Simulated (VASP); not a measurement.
Write the native input for VASP 6.6.1 that does the following.

```
Task                   : relaxation of cell and atoms
Functional             : LDA
Potentials or basis    : VASP PAW LDA potentials, release 64 (Ni)
Cutoff                 : 600 eV
k mesh                 : 14 × 14 × 14
Occupations            : methfessel-paxton, width 0.2 eV
Spin                   : collinear spin, ferromagnetic start
Starting moments       : [1.5] μB
Dipole correction      : no
Further INCAR settings : ALGO = Normal; EDIFF = 1e-07; IBRION = 2; EDIFFG = -0.001; NSW = 80; ISIF = 3
```

The structure of Ni lies in POSCAR:

```
Ni
1.0
   -1.3837154700      1.3837154700      1.3837154700
    1.3837154700     -1.3837154700      1.3837154700
    1.3837154700      1.3837154700     -1.3837154700
Ni
1
Direct
    0.0000000000      0.0000000000      0.0000000000
```

This isn't the form of Ni at room conditions, which is fcc.

One way to write it, as run:

INCAR

```
SYSTEM = Ni
PREC = Accurate ; ENCUT = 600
EDIFF = 1E-7 ; ISMEAR = 1
SIGMA = 0.2 ; LREAL = .False.
LASPH = .True. ; NELM = 200
ALGO = Normal ; ISIF = 3
LWAVE = .False. ; LCHARG = .False.
ISPIN = 2 ; MAGMOM = 1.5
LORBIT = 11 ; LMAXMIX = 4
GGA = CA ; IBRION = 2
NSW = 80 ; EDIFFG = -0.001
GGA_COMPAT = .False. ; NELMIN = 4
```

KPOINTS

```
regular mesh
0
Gamma
  14 14 14
  0 0 0
```

Potentials or basis: VASP PAW LDA potentials, release 64 (Ni).

Run with:

```console
$ cat potpaw_LDA.64/Ni/POTCAR > POTCAR
$ mpirun -np 1 vasp_std > vasp.out
```

It gave:

```
Relaxed volume                                        : 10.07 Å³/atom
Relaxed cell                                          : a = 2.356 Å, b = 2.356 Å, c = 2.356 Å, α = 109.47°, β = 109.47°, γ = 109.47°
Space group after relaxing (to 0.1 Å)                 : Im-3m (No. 229)
Energy gained by relaxing                             : 18.8 meV/atom
Ionic steps                                           : 6
Pressure after relaxing                               : 0.0 GPa
Net moment                                            : 0.41 μB per cell
Site moments                                          : Ni +0.41 μB
Valence electrons inside the program's atomic spheres : Ni 9.47
```

It took 45 s on 1 thread of Intel(R) Xeon(R) 6975P-C (Granite Rapids) (shared host), peak memory 0.14 GiB.
